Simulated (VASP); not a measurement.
Write the native input for VASP 6.6.1 that does the following.

```yaml
Task: single point
Functional: PBE
Potentials_or_basis: VASP PAW PBE potentials, release 64 (Ta_pv, F)
Cutoff: 520 eV
k_mesh: 7 × 7 × 7
Occupations: fermi-dirac, width 0.05 eV
Spin: no spin polarisation
Hubbard_terms: Ta d U = 1.0 eV
Dipole_correction: no
Further_INCAR_settings: ALGO = Normal; EDIFF = 1e-07; NBANDS = 24
```

The structure of TaF3 lies in POSCAR:

```
TaF3
1.0
    4.1310657861      0.0000000000      0.0000000000
    0.0000000000      4.1310657861      0.0000000000
    0.0000000000      0.0000000000      4.1310657861
Ta F
1 3
Direct
    0.0000000000      0.0000000000      0.0000000000
    0.0000000000      0.0000000000      0.5000000000
    0.0000000000      0.5000000000      0.0000000000
    0.5000000000      0.0000000000      0.0000000000
```

These files were run (other wordings do the same):

INCAR

```
ALGO = Normal
EDIFF = 1E-7
ENCUT = 520
GGA = PE
ISIF = 2
ISMEAR = -1
LASPH = True
LCHARG = False
LDAU = True
LDAUJ = 0 0
LDAUL = 2 -1
LDAUPRINT = 1
LDAUTYPE = 2
LDAUU = 1 0
LMAXMIX = 4
LREAL = False
LWAVE = False
NBANDS = 24
NELM = 150
PREC = Accurate
SIGMA = 0.05
```

KPOINTS

```
k-points
0
Gamma
  7 7 7
```

Potentials or basis: VASP PAW PBE potentials, release 64 (Ta_pv, F).

The run is started by

```console
$ cat potpaw_PBE.64/Ta_pv/POTCAR potpaw_PBE.64/F/POTCAR > POTCAR
$ mpirun -np 1 vasp_std > vasp.out
```

Results of the run:

- Pressure: 0.5 GPa
- Band gap on the k mesh: zero (band 16 reaches 4.45 eV, above the bottom of band 17 at 2.40 eV)

Caveat: spin-orbit coupling is left out, which moves the levels of the heavy elements; U without spin polarisation on a metal has little footing.

Wall time 22 s on 1 thread of AMD EPYC 7R43 64-Core Processor (Zen 3), with other jobs on the host, peak memory 0.15 GiB.
